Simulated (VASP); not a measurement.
Runs of VASP 6.6.1 on Ca3Zr. The structure is that of space group Pm-3m (No. 221), or close to it. The cells are those of the table. 

| task | cell | cutoff (eV) | gap on the mesh (eV) | pressure (GPa) |
| --- | --- | --- | --- | --- |
| single point | a = 4.602, b = 4.602, c = 4.555 Å, 4 atoms | 520 | none | 16.4 |
| single point | a = 5.159, b = 5.159, c = 5.124 Å, 4 atoms | 520 | none | (a) |
| single point | a = 5.130 Å, 4 atoms | 520 | none | 0.4 |
| relaxation of cell and atoms | relaxed from a = 4.620 Å, 4 atoms | 600 | none | -0.1 |

Alike in all rows: level PBE; potentials or basis VASP PAW PBE potentials, release 64 (Ca_sv, Zr_sv); no spin polarisation; k mesh 4 × 4 × 4; smearing gaussian 0.1 eV.

Q: Fill in the values left out.

A: (a) 0.1.

A k mesh can miss the band edges, and the runs leave out spin-orbit coupling on Zr.

A gap of «none» marks levels without a gap at the run's occupations.
